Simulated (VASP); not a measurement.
# MnO2 (Fm-3m) in VASP: single point with LDA+U

Aim: the single point of MnO2 with LDA+U.

Everything below comes from runs of VASP 6.6.1. Logs are shortened: lines on timing, memory, paths and dates and some standing lists are left out, and cuts for length are marked.

**1. The cell of the first run**

The structure is cubic, space group Fm-3m (No. 225). Conventional cell: a = 4.626 Å, b = 4.626 Å, c = 4.626 Å, α = 90.00°, β = 90.00°, γ = 90.00°. Mn (site symmetry m-3m) has 8 O at 2.00 Å within 2.7 Å. O (site symmetry -43m) has 4 Mn at 2.00 Å and 6 O at 2.31 Å within 2.7 Å.

**2. Single point, LDA+U, collinear spin, ferromagnetic start**

File INCAR:

```
SYSTEM = MnO2
ALGO = Normal
EDIFF = 1E-6
ENCUT = 1340
GGA_COMPAT = .FALSE.
ISIF = 2
ISMEAR = 0
ISPIN = 2
LASPH = .TRUE.
LCHARG = .FALSE.
LDAU = .TRUE.
LDAUJ = 0 0
LDAUL = 2 -1
LDAUPRINT = 1
LDAUTYPE = 2
LDAUU = 4 0
LMAXMIX = 4
LORBIT = 11
LREAL = .FALSE.
LWAVE = .FALSE.
MAGMOM = 3 0 0
NBANDS = 24
NELM = 200
PREC = Accurate
SIGMA = 0.05
```

File KPOINTS:

```
k-points
0
G
  7 7 7
  0 0 0
```

File POSCAR:

```
MnO2
1.0
    0.0000000000      2.3128744900      2.3128744900
    2.3128744900      0.0000000000      2.3128744900
    2.3128744900      2.3128744900      0.0000000000
Mn O
1 2
Direct
    0.0000000000      0.0000000000      0.0000000000
    0.2500000000      0.2500000000      0.2500000000
    0.7500000000      0.7500000000      0.7500000000
```

Potentials or basis: VASP PAW LDA potentials, release 64 (Mn_sv, O_h).

Launch:

```sh
cat potpaw_LDA.64/Mn_sv/POTCAR potpaw_LDA.64/O_h/POTCAR > POTCAR
mpirun -np 1 vasp_std > vasp.out
```

OUTCAR:

```text
SYSTEM = MnO2
   EDIFF = 1E-6
   ENCUT = 1340
   ISIF = 2
   ISMEAR = 0
   ISPIN = 2
   LASPH = .TRUE.
   LORBIT = 11
   LREAL = .FALSE.
   NELM = 200
   PREC = Accurate

 ion  position               nearest neighbor table
   1  0.000  0.000  0.000-   3 2.00   3 2.00   3 2.00   2 2.00   2 2.00   2 2.00   3 2.00   2 2.00

   2  0.250  0.250  0.250-   1 2.00   1 2.00   1 2.00   1 2.00
   3  0.750  0.750  0.750-   1 2.00   1 2.00   1 2.00   1 2.00

  LATTYP: Found a face centered cubic cell.
 ALAT       =     4.6257489800

  Lattice vectors:

 A1 = (   0.0000000000,   2.3128744900,   2.3128744900)
 A2 = (   2.3128744900,   0.0000000000,   2.3128744900)
 A3 = (   2.3128744900,   2.3128744900,   0.0000000000)

Analysis of symmetry for initial positions (statically):
=====================================================================
 Subroutine PRICEL returns:
 Original cell was already a primitive cell.

 Routine SETGRP: Setting up the symmetry group for a
 face centered cubic supercell.

 Subroutine GETGRP returns: Found 48 space group operations
 (whereof 48 operations were pure point group operations)
 out of a pool of 48 trial point group operations.

The static configuration has the point symmetry O_h .

Analysis of symmetry for dynamics (positions and initial velocities):
=====================================================================
 Subroutine PRICEL returns:
 Original cell was already a primitive cell.

 Routine SETGRP: Setting up the symmetry group for a
 face centered cubic supercell.

 Subroutine GETGRP returns: Found 48 space group operations
 (whereof 48 operations were pure point group operations)
 out of a pool of 48 trial point group operations.

The dynamic configuration has the point symmetry O_h .

Analysis of structural, dynamic, and magnetic symmetry:
=====================================================================
 Subroutine PRICEL returns:
 Original cell was already a primitive cell.

 Routine SETGRP: Setting up the symmetry group for a
 face centered cubic supercell.

 Subroutine GETGRP returns: Found 48 space group operations
 (whereof 48 operations were pure point group operations)
 out of a pool of 48 trial point group operations.

The overall configuration has the point symmetry O_h .

 Subroutine INISYM returns: Found 48 space group operations
 (whereof 48 operations are pure point group operations),
 and found     1 'primitive' translations

----------------------------------------------------------------------------------------

                                     Primitive cell

  volume of cell :      24.7449

  direct lattice vectors                    reciprocal lattice vectors
     0.000000000  2.312874490  2.312874490    -0.216181207  0.216181207  0.216181207
     2.312874490  0.000000000  2.312874490     0.216181207 -0.216181207  0.216181207
     2.312874490  2.312874490  0.000000000     0.216181207  0.216181207 -0.216181207

  length of vectors
     3.270898472  3.270898472  3.270898472     0.374436835  0.374436835  0.374436835

  position of ions in fractional coordinates (direct lattice)
     0.000000000  0.000000000  0.000000000
     0.250000000  0.250000000  0.250000000
     0.750000000  0.750000000  0.750000000

  ion indices of the primitive-cell ions
   primitive index   ion index
                 1           1
                 2           2
                 3           3

----------------------------------------------------------------------------------------

 KPOINTS: k-points

Automatic generation of k-mesh.
 Grid dimensions read from file:
 generate k-points for:    7    7    7

 Generating k-lattice:

  Cartesian coordinates                     Fractional coordinates (reciprocal lattice)
    -0.030883030  0.030883030  0.030883030     0.142857143  0.000000000  0.000000000
     0.030883030 -0.030883030  0.030883030     0.000000000  0.142857143  0.000000000
     0.030883030  0.030883030 -0.030883030     0.000000000  0.000000000  0.142857143

  Length of vectors
     0.053490976  0.053490976  0.053490976

  Shift w.r.t. Gamma in fractional coordinates (k-lattice)
     0.000000000  0.000000000  0.000000000

 Subroutine IBZKPT returns following result:
 ===========================================

 Found     20 irreducible k-points:

 Following reciprocal coordinates:
            Coordinates               Weight
  0.000000  0.000000  0.000000      1.000000
  0.142857  0.000000  0.000000      8.000000
  0.285714  0.000000  0.000000      8.000000
  0.428571  0.000000  0.000000      8.000000
  0.142857  0.142857  0.000000      6.000000
  0.285714  0.142857  0.000000     24.000000
[... 12 lines left out ...]
 -0.428571  0.428571  0.142857     24.000000
 -0.285714  0.428571  0.142857     24.000000
   k-points           NKPTS =     20   k-points in BZ     NKDIM =     20   number of bands    NBANDS=     24
   number of dos      NEDOS =    301   number of ions     NIONS =      3
   total plane-waves  NPLWV =  64000
   dimension x,y,z NGX =    40 NGY =   40 NGZ =   40
   dimension x,y,z NGXF=    80 NGYF=   80 NGZF=   80
   ions per type =               1   2
   NGX,Y,Z   is equivalent  to a cutoff of  20.33, 20.33, 20.33 a.u.
   NGXF,Y,Z  is equivalent  to a cutoff of  40.66, 40.66, 40.66 a.u.
 SYSTEM =  MnO2
   PREC   = accura    normal or accurate (medium, high low for compatibility)
   ISTART =      0    job   : 0-new  1-cont  2-samecut
   ICHARG =      2    charge: 1-file 2-atom 10-const
   ISPIN  =      2    spin polarized calculation?
   LNONCOLLINEAR =      F non collinear calculations
   LSORBIT =      F    spin-orbit coupling
   LASPH  =      T    aspherical Exc in radial PAW
   ENCUT  = 1340.0 eV  98.49 Ry    9.92 a.u.   9.76  9.76  9.76*2*pi/ulx,y,z
   NELM   =    200;   NELMIN=  2; NELMDL= -5     # of ELM steps
   EDIFF  = 0.1E-05   stopping-criterion for ELM
   LREAL  =      F    real-space projection
   EDIFFG = 0.1E-04   stopping-criterion for IOM
   NSW    =      0    number of steps for IOM
   IBRION =     -1    ionic relax: 0-MD 1-quasi-New 2-CG
   NFREE  =      0    steps in history (QN), initial steepest desc. (CG)
   ISIF   =      2    stress and relaxation
   ISYM   =      2    0-nonsym 1-usesym 2-fastsym
   POTIM  = 0.5000    time-step for ionic-motion
   TEBEG  =    0.0;   TEEND  =   0.0 temperature during run
   PSTRESS=    0.0 pullay stress
   NELECT =      27.0000    total number of electrons
   NUPDOWN=      -1.0000    fix difference up-down
   EMIN   =  10.00;   EMAX   =-10.00  energy-range for DOS
   EFERMI =   0.00;   METHOD = LEGACY
   ISMEAR =     0;   SIGMA  =   0.05  broadening in eV -4-tet -1-fermi 0-gaus
   EFERMI_NEDOS =   21; number of points for ismear=-14 and -15
   IALGO  =     38    algorithm
   IMIX   =      4    mixing-type and parameters
     AMIX     =   0.40;   BMIX     =  1.00
     AMIX_MAG =   1.60;   BMIX_MAG =  1.00
  volume/ion in A,a.u.               =       8.25        55.66
  Fermi-wavevector in a.u.,A,eV,Ry     =   1.685391  3.184927 38.647934  2.840543
  Thomas-Fermi vector in A             =   2.768243
   LORBIT       =     11    0 simple, 1 ext, 2 COOP (PROOUT), +10 PAW based schemes
 LDA+U is selected, type is set to LDAUTYPE =  2
   angular momentum for each species LDAUL =     2   -1
   U (eV)           for each species LDAUU =   4.0  0.0
   J (eV)           for each species LDAUJ =   0.0  0.0
   GGA     = CA    functional components
   LHFCALC =     F    Hartree Fock is set to
   AEXX    =    0.0000 exact exchange contribution
   IVDW    =     0    specifies the selected vdW correction
   LEPSILON=     F    determine dielectric tensor
   LRPA    =     F    only Hartree local field effects (RPA)
 spin polarized calculation
 Gauss-broadening in eV      SIGMA  =   0.05
  energy-cutoff  :     1340.00
  volume of cell :       24.74
 maximum number of plane-waves:      2770
   NGX = 19   NGY = 19   NGZ = 19

atom =   1  type =  1  l = 2

 onsite density matrix

spin component  1

  0.7017  0.0000  0.0000 -0.0000 -0.0000
  0.0000  0.7017 -0.0000 -0.0000 -0.0000
  0.0000 -0.0000  0.9131 -0.0000  0.0000
 -0.0000 -0.0000 -0.0000  0.7017 -0.0000
 -0.0000 -0.0000  0.0000 -0.0000  0.9131

spin component  2

  0.1649 -0.0000 -0.0000  0.0000  0.0000
 -0.0000  0.1649 -0.0000  0.0000 -0.0000
 -0.0000 -0.0000  0.0344  0.0000  0.0000
  0.0000  0.0000  0.0000  0.1649 -0.0000
  0.0000 -0.0000  0.0000 -0.0000  0.0344

 occupancies and eigenvectors

  o =  0.0344  v =  0.0000  0.0000  0.0000  0.0000  0.0000 -0.0000  0.0000 -0.0627  0.0000  0.9980      0.0000  0.0000  0.0000  0.0000  0.0000  0.0000  0.0000  0.0000  0.0000  0.0000
  o =  0.0344  v =  0.0000  0.0000  0.0000  0.0000  0.0000 -0.0000 -0.0000 -0.9980  0.0000 -0.0627      0.0000  0.0000  0.0000  0.0000  0.0000  0.0000  0.0000  0.0000  0.0000  0.0000
  o =  0.1649  v =  0.0000  0.0000  0.0000  0.0000  0.0000  0.0087  0.9756 -0.0000 -0.2196  0.0000      0.0000  0.0000  0.0000  0.0000  0.0000  0.0000  0.0000  0.0000  0.0000  0.0000
  o =  0.1649  v =  0.0000  0.0000  0.0000  0.0000  0.0000 -0.0087  0.2196  0.0000  0.9755 -0.0000      0.0000  0.0000  0.0000  0.0000  0.0000  0.0000  0.0000  0.0000  0.0000  0.0000
  o =  0.1649  v =  0.0000  0.0000  0.0000  0.0000  0.0000  0.9999 -0.0066 -0.0000  0.0104  0.0000      0.0000  0.0000  0.0000  0.0000  0.0000  0.0000  0.0000  0.0000  0.0000  0.0000
  o =  0.7017  v =  0.0000 -0.0641 -0.0000  0.9979  0.0000  0.0000  0.0000  0.0000  0.0000  0.0000      0.0000  0.0000  0.0000  0.0000  0.0000  0.0000  0.0000  0.0000  0.0000  0.0000
  o =  0.7017  v =  0.0000  0.9979  0.0000  0.0641 -0.0000  0.0000  0.0000  0.0000  0.0000  0.0000      0.0000  0.0000  0.0000  0.0000  0.0000  0.0000  0.0000  0.0000  0.0000  0.0000
  o =  0.7017  v =  1.0000  0.0000  0.0000  0.0000  0.0000  0.0000  0.0000  0.0000  0.0000  0.0000      0.0000  0.0000  0.0000  0.0000  0.0000  0.0000  0.0000  0.0000  0.0000  0.0000
  o =  0.9131  v =  0.0000  0.0000  0.1154  0.0000  0.9933  0.0000  0.0000  0.0000  0.0000  0.0000      0.0000  0.0000  0.0000  0.0000  0.0000  0.0000  0.0000  0.0000  0.0000  0.0000
  o =  0.9131  v =  0.0000 -0.0000  0.9933  0.0000 -0.1154  0.0000  0.0000  0.0000  0.0000  0.0000      0.0000  0.0000  0.0000  0.0000  0.0000  0.0000  0.0000  0.0000  0.0000  0.0000

 number of electron      27.0000002 magnetization       3.0003446

 Free energy of the ion-electron system (eV)
  ---------------------------------------------------
  ext. energy  EPLUGINS =         0.00000000
  ---------------------------------------------------
  free energy    TOTEN  =       -22.42110980 eV

  energy without entropy =      -22.41910122  energy(sigma->0) =      -22.42010551

 E-fermi :   9.7125     XC(G=0): -13.4382

 val. band max:        9.6876109875   @ k =   0.4286   0.2857   0.0000
 cond. band min:       9.7385948066   @ k =  -0.4286   0.4286   0.1429
 fundamental gap:      0.0509838191
 Fermi energy:         9.7125435402

 spin component 1

 k-point     1 :       0.0000    0.0000    0.0000
  band No.  band energies     occupation
      1     -71.8208      1.00000
      2     -40.9751      1.00000
      3     -40.9751      1.00000
      4     -40.9751      1.00000
      5     -11.4987      1.00000
      6      -6.2321      1.00000
[... 529 lines left out ...]
     23      30.0819      0.00000
     24      32.3519      0.00000
 Fermi energy:         9.7125435402

 spin component 2

 k-point     1 :       0.0000    0.0000    0.0000
  band No.  band energies     occupation
      1     -68.1755      1.00000
      2     -37.4389      1.00000
      3     -37.4389      1.00000
      4     -37.4389      1.00000
      5     -11.6959      1.00000
      6      -6.6684      1.00000
[... 529 lines left out ...]
     23      31.2327      0.00000
     24      32.5617      0.00000

------------------------ aborting loop because EDIFF is reached ----------------------------------------

  FORCE on cell =-STRESS in cart. coord.  units (eV):
  Direction    XX          YY          ZZ          XY          YZ          ZX
  --------------------------------------------------------------------------------------
  -------------------------------------------------------------------------------------
  Total        2.3547118      2.3547118      2.3547118      0.0000000     -0.0000000      0.0000000
  in kB      152.4621899    152.4621899    152.4621899      0.0000000     -0.0000000      0.0000000
  external PRESSURE =     152.4621899 kB  Pullay stress =       0.0000000 kB

 VOLUME and BASIS-vectors are now :
 -----------------------------------------------------------------------------
  energy-cutoff  :     1340.00
  volume of cell :       24.74
      direct lattice vectors                 reciprocal lattice vectors
     0.000000000  2.312874490  2.312874490    -0.216181207  0.216181207  0.216181207
     2.312874490  0.000000000  2.312874490     0.216181207 -0.216181207  0.216181207
     2.312874490  2.312874490  0.000000000     0.216181207  0.216181207 -0.216181207

 POSITION                                       TOTAL-FORCE (eV/Angst)
 -----------------------------------------------------------------------------------
      0.00000      0.00000      0.00000        -0.000000     -0.000000      0.000000
      1.15644      1.15644      1.15644         0.000000      0.000000      0.000000
      3.46931      3.46931      3.46931        -0.000000     -0.000000     -0.000000
 -----------------------------------------------------------------------------------
    total drift:                               -0.000000      0.000000      0.000000

  FREE ENERGIE OF THE ION-ELECTRON SYSTEM (eV)
  ---------------------------------------------------
  free  energy   TOTEN  =       -22.4211097972 eV

  energy  without entropy=      -22.4191012232  energy(sigma->0) =      -22.42010551

 total charge

# of ion       s       p       d       tot
------------------------------------------
    1        2.178   6.089   4.470  12.738
    2        1.064   2.297   0.000   3.361
    3        1.064   2.297   0.000   3.361
--------------------------------------------------
tot          4.306  10.683   4.470  19.459

 magnetization (x)

# of ion       s       p       d       tot
------------------------------------------
    1        0.018   0.020   3.357   3.396
    2        0.012  -0.196   0.000  -0.184
    3        0.012  -0.196   0.000  -0.184
--------------------------------------------------
tot          0.041  -0.371   3.357   3.028
```

Wall time 70 s (1 thread of Intel Xeon 6975P-C (Granite Rapids), shared host); peak memory 0.25 GiB.

Results:

| Item | Value |
| --- | --- |
| Free energy | -22.4211 eV |
| Pressure | 15.2 GPa |
| Band gap on the k mesh | zero (filled and empty bands overlap) |
| Net moment | 3.00 μB per cell |
| Site moments | Mn +3.40; O -0.18 μB |
| Valence electrons inside the program's atomic spheres | Mn 12.74; O 3.36 |

Eigenvalues of the final occupation matrices:
```tsv
site	spin	trace	eigenvalues
site 1 d	1	3.93	0.70 0.70 0.70 0.91 0.91
site 1 d	2	0.56	0.03 0.03 0.16 0.16 0.16
```

Caveat: the cell stands under pressure; a cell with one magnetic atom can't hold antiferromagnetic order, which such compounds often take. The state reached can hang on the start; a lower one may exist.

The gap in the log of VASP goes by the Fermi energy; the results here count the filled bands.